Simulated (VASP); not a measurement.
# Si4O7 (a cell with a defect) in VASP: a series of runs

Runs on Si4O7 (a cell with a defect). Level: PBE. Tasks: single point.

Program: VASP 6.6.1. These are calculated values, not measurements. Logs are shortened: lines on timing, memory, paths and dates and some standing lists are left out, and cuts for length are marked.

**1. The cell of the first run**

The cell holds a defect, 11 atoms: a = 5.018 Å, b = 5.018 Å, c = 5.018 Å, α = 106.70°, β = 106.70°, γ = 115.16°.

**2. Single point, PBE**

The input, INCAR:

```
PREC = Accurate
ENCUT = 520
EDIFF = 1E-6
ISMEAR = 0
SIGMA = 0.05
LREAL = False
LASPH = True
NELM = 100
ALGO = Normal
ISIF = 2
LWAVE = False
LCHARG = False
GGA = PE
NBANDS = 40
```

The input, KPOINTS:

```
Automatic mesh
0
Gamma
  6 6 6
```

The input, POSCAR:

```
Si4O7
1.0
    0.0000000000      4.2357990674     -2.6899428419
    0.0000000000     -4.2357990674     -2.6899428419
   -4.2357990674      0.0000000000      2.6899428419
Si O
4 7
Direct
    0.2500000000      0.7500000000      0.5000000000
    0.7500000000      0.2500000000      0.5000000000
    0.0000000000      0.0000000000      1.0000000000
    0.5000000000      0.5000000000      1.0000000000
    1.0000000000      0.3069827092      0.3069827092
    0.5569827092      0.7500000000      0.8069827092
    0.0569827092      0.2500000000      0.8069827092
    0.0000000000      0.6930172908      0.6930172908
    0.4582660338      0.0965086454      0.5547746792
    0.9430172908      0.7500000000      0.1930172908
    0.4430172908      0.2500000000      0.1930172908
```

Potentials or basis: VASP PAW PBE potentials, release 64 (Si, O).

The run is started by

```console
cat potpaw_PBE.64/Si/POTCAR potpaw_PBE.64/O/POTCAR > POTCAR
mpirun -np 1 vasp_std > vasp.out
```

OUTCAR:

```text
PREC = Accurate
   ENCUT = 520
   EDIFF = 1E-6
   ISMEAR = 0
   LREAL = False
   LASPH = True
   NELM = 100
   ISIF = 2
   GGA = PE

 ion  position               nearest neighbor table
   1  0.250  0.750  0.500-   9 1.49   8 1.77   5 1.77   6 1.84  10 1.84   2 2.69   2 2.69
   2  0.750  0.250  0.500-   9 1.49   8 1.77   5 1.77   7 1.84  11 1.84   1 2.69   1 2.69
   3  0.000  0.000  0.000-   6 1.77   7 1.77  10 1.77  11 1.77   5 1.84   8 1.84   4 2.69   4 2.69

   4  0.500  0.500  0.000-   6 1.77   7 1.77  10 1.77  11 1.77   9 2.43   3 2.69   3 2.69
   5  0.000  0.307  0.307-   1 1.77   2 1.77   3 1.84
   6  0.557  0.750  0.807-   3 1.77   4 1.77   1 1.84
   7  0.057  0.250  0.807-   3 1.77   4 1.77   2 1.84
   8  0.000  0.693  0.693-   1 1.77   2 1.77   3 1.84
   9  0.458  0.097  0.555-   1 1.49   2 1.49   4 2.43
  10  0.943  0.750  0.193-   3 1.77   4 1.77   1 1.84
  11  0.443  0.250  0.193-   3 1.77   4 1.77   2 1.84

  LATTYP: Found a body centered tetragonal cell.
 ALAT       =     5.9903244886
 C/A-ratio  =     0.8980958701

  Lattice vectors:

 A1 = (   0.0000000000,   4.2357990674,  -2.6899428419)
 A2 = (   0.0000000000,  -4.2357990674,  -2.6899428419)
 A3 = (  -4.2357990674,   0.0000000000,   2.6899428419)

Analysis of symmetry for initial positions (statically):
=====================================================================
 Subroutine PRICEL returns:
 Original cell was already a primitive cell.

 Routine SETGRP: Setting up the symmetry group for a
 body centered tetragonal supercell.

 Subroutine GETGRP returns: Found  2 space group operations
 (whereof  2 operations were pure point group operations)
 out of a pool of 16 trial point group operations.

The static configuration has the point symmetry C_1h.

Analysis of symmetry for dynamics (positions and initial velocities):
=====================================================================
 Subroutine PRICEL returns:
 Original cell was already a primitive cell.

 Routine SETGRP: Setting up the symmetry group for a
 body centered tetragonal supercell.

 Subroutine GETGRP returns: Found  2 space group operations
 (whereof  2 operations were pure point group operations)
 out of a pool of 16 trial point group operations.

The dynamic configuration has the point symmetry C_1h.

 Subroutine INISYM returns: Found  2 space group operations
 (whereof  2 operations are pure point group operations),
 and found     1 'primitive' translations

----------------------------------------------------------------------------------------

                                     Primitive cell

  volume of cell :      96.5259

  direct lattice vectors                    reciprocal lattice vectors
     0.000000000  4.235799067 -2.689942842    -0.118041482  0.118041482 -0.185877556
     0.000000000 -4.235799067 -2.689942842    -0.118041482 -0.118041482 -0.185877556
    -4.235799067  0.000000000  2.689942842    -0.236082964  0.000000000  0.000000000

  length of vectors
     5.017747127  5.017747127  5.017747127     0.249836044  0.249836044  0.236082964

  position of ions in fractional coordinates (direct lattice)
     0.250000000  0.750000000  0.500000000
     0.750000000  0.250000000  0.500000000
     0.000000000  0.000000000  0.000000000
     0.500000000  0.500000000  0.000000000
     0.000000000  0.306982709  0.306982709
     0.556982709  0.750000000  0.806982709
     0.056982709  0.250000000  0.806982709
     0.000000000  0.693017291  0.693017291
     0.458266034  0.096508645  0.554774679
     0.943017291  0.750000000  0.193017291
     0.443017291  0.250000000  0.193017291

  ion indices of the primitive-cell ions
   primitive index   ion index
                 1           1
                 2           2
                 3           3
                 4           4
                 5           5
                 6           6
                 7           7
                 8           8
                 9           9
                10          10
                11          11

----------------------------------------------------------------------------------------

 KPOINTS: Automatic mesh

Automatic generation of k-mesh.
 Grid dimensions read from file:
 generate k-points for:    6    6    6

 Generating k-lattice:

  Cartesian coordinates                     Fractional coordinates (reciprocal lattice)
    -0.019673580  0.019673580 -0.030979593     0.166666667  0.000000000  0.000000000
    -0.019673580 -0.019673580 -0.030979593     0.000000000  0.166666667  0.000000000
    -0.039347161  0.000000000  0.000000000     0.000000000  0.000000000  0.166666667

  Length of vectors
     0.041639341  0.041639341  0.039347161

  Shift w.r.t. Gamma in fractional coordinates (k-lattice)
     0.000000000  0.000000000  0.000000000

 Subroutine IBZKPT returns following result:
 ===========================================

 Found     68 irreducible k-points:

 Following reciprocal coordinates:
            Coordinates               Weight
  0.000000  0.000000  0.000000      1.000000
  0.166667  0.000000 -0.000000      4.000000
  0.166667  0.000000 -0.166667      4.000000
  0.333333  0.000000  0.000000      4.000000
  0.333333  0.000000 -0.333333      4.000000
  0.500000 -0.000000  0.000000      2.000000
[... 16 lines left out ...]
  0.000000  0.000000  0.166667      2.000000
  0.333333  0.333333  0.000000      4.000000
 [... further k-points ...]
   k-points           NKPTS =     68   k-points in BZ     NKDIM =     68   number of bands    NBANDS=     40
   number of dos      NEDOS =    301   number of ions     NIONS =     11
   total plane-waves  NPLWV =  64000
   dimension x,y,z NGX =    40 NGY =   40 NGZ =   40
   dimension x,y,z NGXF=    80 NGYF=   80 NGZF=   80
   ions per type =               4   7
   NGX,Y,Z   is equivalent  to a cutoff of  13.25, 13.25, 13.25 a.u.
   NGXF,Y,Z  is equivalent  to a cutoff of  26.51, 26.51, 26.51 a.u.
 SYSTEM =  unknown system
   PREC   = accura    normal or accurate (medium, high low for compatibility)
   ISTART =      0    job   : 0-new  1-cont  2-samecut
   ICHARG =      2    charge: 1-file 2-atom 10-const
   ISPIN  =      1    spin polarized calculation?
   LNONCOLLINEAR =      F non collinear calculations
   LSORBIT =      F    spin-orbit coupling
   LASPH  =      T    aspherical Exc in radial PAW
   ENCUT  =  520.0 eV  38.22 Ry    6.18 a.u.   9.33  9.33  9.33*2*pi/ulx,y,z
   NELM   =    100;   NELMIN=  2; NELMDL= -5     # of ELM steps
   EDIFF  = 0.1E-05   stopping-criterion for ELM
   LREAL  =      F    real-space projection
   EDIFFG = 0.1E-04   stopping-criterion for IOM
   NSW    =      0    number of steps for IOM
   IBRION =     -1    ionic relax: 0-MD 1-quasi-New 2-CG
   NFREE  =      0    steps in history (QN), initial steepest desc. (CG)
   ISIF   =      2    stress and relaxation
   ISYM   =      2    0-nonsym 1-usesym 2-fastsym
   POTIM  = 0.5000    time-step for ionic-motion
   TEBEG  =    0.0;   TEEND  =   0.0 temperature during run
   PSTRESS=    0.0 pullay stress
   NELECT =      58.0000    total number of electrons
   NUPDOWN=      -1.0000    fix difference up-down
   EMIN   =  10.00;   EMAX   =-10.00  energy-range for DOS
   EFERMI =   0.00;   METHOD = LEGACY
   ISMEAR =     0;   SIGMA  =   0.05  broadening in eV -4-tet -1-fermi 0-gaus
   EFERMI_NEDOS =   21; number of points for ismear=-14 and -15
   IALGO  =     38    algorithm
   IMIX   =      4    mixing-type and parameters
     AMIX     =   0.40;   BMIX     =  1.00
     AMIX_MAG =   1.60;   BMIX_MAG =  1.00
  volume/ion in A,a.u.               =       8.78        59.22
  Fermi-wavevector in a.u.,A,eV,Ry     =   1.381453  2.610568 25.965543  1.908414
  Thomas-Fermi vector in A             =   2.506236
   LORBIT       =      0    0 simple, 1 ext, 2 COOP (PROOUT), +10 PAW based schemes
   GGA     = PE    functional components
   LHFCALC =     F    Hartree Fock is set to
   AEXX    =    0.0000 exact exchange contribution
   IVDW    =     0    specifies the selected vdW correction
   LEPSILON=     F    determine dielectric tensor
   LRPA    =     F    only Hartree local field effects (RPA)
 non-spin polarized calculation
 Gauss-broadening in eV      SIGMA  =   0.05
  energy-cutoff  :      520.00
  volume of cell :       96.53
 maximum number of plane-waves:      2644
 NGX is ok and might be reduce to    40
   NGX = 19   NGY = 19   NGZ = 19

 number of electron      58.0000012 magnetization

 Free energy of the ion-electron system (eV)
  ---------------------------------------------------
  ext. energy  EPLUGINS =         0.00000000
  ---------------------------------------------------
  free energy    TOTEN  =       -77.48442444 eV

  energy without entropy =      -77.48442444  energy(sigma->0) =      -77.48442444

 E-fermi :  10.7303     XC(G=0): -11.6837

 val. band max:       10.4656782504   @ k =  -0.3333  -0.3333   0.3333
 cond. band min:      11.4591733137   @ k =  -0.3333   0.3333   0.3333
 fundamental gap:      0.9934950634
 Fermi energy:        10.7302862754

 k-point     1 :       0.0000    0.0000    0.0000
  band No.  band energies     occupation
      1     -15.3623      2.00000
      2     -13.5006      2.00000
      3     -12.3335      2.00000
      4     -11.8691      2.00000
      5     -11.6892      2.00000
      6     -11.4630      2.00000
[... 32 lines left out ...]
     39      18.5598      0.00000
     40      18.8679      0.00000

 k-point     2 :       0.1667    0.0000   -0.0000
  band No.  band energies     occupation
      1     -15.2372      2.00000
      2     -13.5862      2.00000
      3     -12.4122      2.00000
      4     -12.1423      2.00000
      5     -11.5381      2.00000
      6     -11.3746      2.00000
[... 935 lines left out ...]
     39      18.7515      0.00000
     40      18.9324      0.00000

 k-point    24 :       0.3333    0.3333    0.0000
  band No.  band energies     occupation
      1     -14.7275      2.00000
      2     -13.5308      2.00000
      3     -13.3074      2.00000
      4     -12.5676      2.00000
      5     -11.3557      2.00000
      6     -11.2618      2.00000
[... 32 lines left out ...]
     39      17.8102      0.00000
     40      18.5304      0.00000

 [... further k-points ...]
[... 5 lines left out ...]
  --------------------------------------------------------------------------------------
  -------------------------------------------------------------------------------------
  Total        4.5554803      5.4615545     22.1411260     -0.7340379      0.0000000      0.0000000
  in kB       75.6137905     90.6531924    367.5077806    -12.1838721      0.0000000      0.0000000
  external PRESSURE =     177.9249212 kB  Pullay stress =       0.0000000 kB

 VOLUME and BASIS-vectors are now :
 -----------------------------------------------------------------------------
  energy-cutoff  :      520.00
  volume of cell :       96.53
      direct lattice vectors                 reciprocal lattice vectors
     0.000000000  4.235799067 -2.689942842    -0.118041482  0.118041482 -0.185877556
     0.000000000 -4.235799067 -2.689942842    -0.118041482 -0.118041482 -0.185877556
    -4.235799067  0.000000000  2.689942842    -0.236082964  0.000000000  0.000000000

 POSITION                                       TOTAL-FORCE (eV/Angst)
 -----------------------------------------------------------------------------------
     -2.11790     -2.11790     -1.34497         3.075509      4.389433      6.616412
     -2.11790      2.11790     -1.34497         3.075509      4.389433     -6.616412
      0.00000      0.00000      0.00000        -0.332879     -0.025771      0.000000
      0.00000      0.00000     -2.68994        -3.375341     -3.097417      0.000000
     -1.30032     -1.30032      0.00000         0.174329      0.160944      0.000000
     -3.41822     -0.81758     -1.34497         1.031853     -0.040491     -0.546388
     -3.41822     -0.81758      1.34497         1.031853     -0.040491      0.546388
     -2.93548     -2.93548      0.00000        -0.116282     -0.092852      0.000000
     -2.34991      1.53233      0.00000        -8.286703     -6.407926     -0.000000
     -0.81758      0.81758     -4.03491         1.861077      0.382568      1.106245
     -0.81758      0.81758     -1.34497         1.861077      0.382568     -1.106245
 -----------------------------------------------------------------------------------
    total drift:                                0.000627      0.000734     -0.000002

  FREE ENERGIE OF THE ION-ELECTRON SYSTEM (eV)
  ---------------------------------------------------
  free  energy   TOTEN  =       -77.4844244402 eV

  energy  without entropy=      -77.4844244402  energy(sigma->0) =      -77.48442444
```

It took 3.9 min on 1 thread of Intel Xeon Platinum 8488C (Sapphire Rapids), shared host; peak memory 0.33 GiB.

What came out:

```yaml
Free_energy: -77.4844 eV
Pressure: 17.8 GPa
Largest_force: 10.475 eV/Å
Band_gap_on_the_k_mesh: 0.99 eV
```

Forces in eV/Å, atoms in the order of the input:
```
Si   3.076  4.389  6.616
Si   3.076  4.389 -6.616
Si  -0.333 -0.026  0.000
Si  -3.375 -3.097  0.000
O    0.174  0.161  0.000
O    1.032 -0.040 -0.546
O    1.032 -0.040  0.546
O   -0.116 -0.093  0.000
O   -8.287 -6.408  0.000
O    1.861  0.383  1.106
O    1.861  0.383 -1.106
```

Stress tensor (GPa, compression positive):
```
 7.56 -1.22  0.00
-1.22  9.07  0.00
 0.00  0.00 36.75
```

Levels at points of the mesh, in eV from the valence-band top:
```csv
k point,band 25,band 26,band 27,band 28,band 29,band 30,band 31,band 32,band 33,band 34
"(0.00, 0.00, 0.00)",-5.43,-4.94,-4.54,-3.97,-2.26,1.25,2.68,3.06,3.42,5.00
"(0.50, 0.00, 0.00)",-5.76,-5.45,-5.07,-4.41,-0.31,1.79,2.13,3.97,4.21,5.00
"(0.50, 0.00, 0.50)",-5.85,-5.21,-4.64,-4.50,-0.34,1.18,1.99,3.98,4.89,5.38
"(0.50, 0.50, 0.00)",-5.77,-5.20,-4.95,-4.92,-0.88,1.22,3.87,3.92,4.38,4.83
"(0.00, 0.00, 0.50)",-5.82,-5.19,-5.09,-4.85,-0.69,1.25,3.38,3.74,4.47,4.50
"(0.50, 0.50, 0.50)",-6.00,-5.95,-5.73,-5.40,-0.05,1.59,2.61,3.09,4.43,4.87
```

Caveat: the cell differs from its parent crystal (atoms taken out, atom 9 moved 0.250 of the way to it and -0.250 Å across, host rigid).

**3. Single point, PBE**

INCAR: that of step 2 with these lines changed.

```diff
@@ -7,3 +7,3 @@
 LASPH = True
-NELM = 100
+NELM = 80
 ALGO = Normal
```

The input, KPOINTS:

```
regular mesh
0
Gamma
  6 6 6
```

POSCAR: that of step 2 with these lines changed.

```diff
@@ -16,3 +16,3 @@
     0.0000000000      0.6930172908      0.6930172908
-    0.4582660338      0.0965086454      0.5547746792
+    0.4165320675      0.0482543227      0.4647863902
     0.9430172908      0.7500000000      0.1930172908
```

Potentials or basis: VASP PAW PBE potentials, release 64 (Si, O).

The run is started by

```console
cat potpaw_PBE.64/Si/POTCAR potpaw_PBE.64/O/POTCAR > POTCAR
mpirun -np 1 vasp_std > vasp.out
```

Run time: 8.1 min. Hardware: 1 thread of Intel Xeon 8259CL, shared host; peak memory 0.35 GiB.

The run converged. Its results:

```yaml
Free_energy: -74.1733 eV
Pressure: 29.1 GPa
Largest_force: 9.804 eV/Å
Band_gap_on_the_k_mesh: zero (bands 29 and 30 overlap by 0.01 eV)
```

Forces in eV/Å, atoms in the order of the input:
```
Si   0.939  4.317  8.753
Si   0.939  4.317 -8.753
Si  -0.393  0.137  0.000
Si  -3.319 -2.192  0.000
O    0.110  0.142  0.000
O    1.456 -0.819 -1.183
O    1.456 -0.819  1.183
O   -0.156 -0.087  0.000
O   -7.905 -3.109  0.000
O    3.436 -0.943  3.233
O    3.436 -0.943 -3.233
```

Stress tensor (GPa, compression positive):
```
13.95 -7.89  0.00
-7.89 15.02  0.00
 0.00  0.00 58.35
```

Levels at points of the mesh, in eV from the Fermi level:
| k point | band 26 | band 27 | band 28 | band 29 | band 30 | band 31 | band 32 | band 33 |
| --- | --- | --- | --- | --- | --- | --- | --- | --- |
| (0.00, 0.00, 0.00) | -5.26 | -4.95 | -4.42 | -2.27 | 0.14 | 2.31 | 2.76 | 3.29 |
| (0.50, 0.00, 0.00) | -5.55 | -5.43 | -4.75 | -0.42 | 0.70 | 1.79 | 2.61 | 3.74 |
| (0.50, 0.00, 0.50) | -5.08 | -5.02 | -4.74 | -0.37 | 0.64 | 1.38 | 2.50 | 4.01 |
| (0.50, 0.50, 0.00) | -5.54 | -5.43 | -5.26 | -0.94 | 0.45 | 3.34 | 3.68 | 3.76 |
| (0.00, 0.00, 0.50) | -5.54 | -5.54 | -5.22 | -0.58 | 0.39 | 2.73 | 3.39 | 3.87 |
| (0.50, 0.50, 0.50) | -6.24 | -5.83 | -5.55 | -0.09 | 0.79 | 1.92 | 2.93 | 4.04 |

Caveat: the cell differs from its parent crystal (atoms taken out, atom 9 moved 0.375 of the way to it and -0.500 Å across, host rigid).
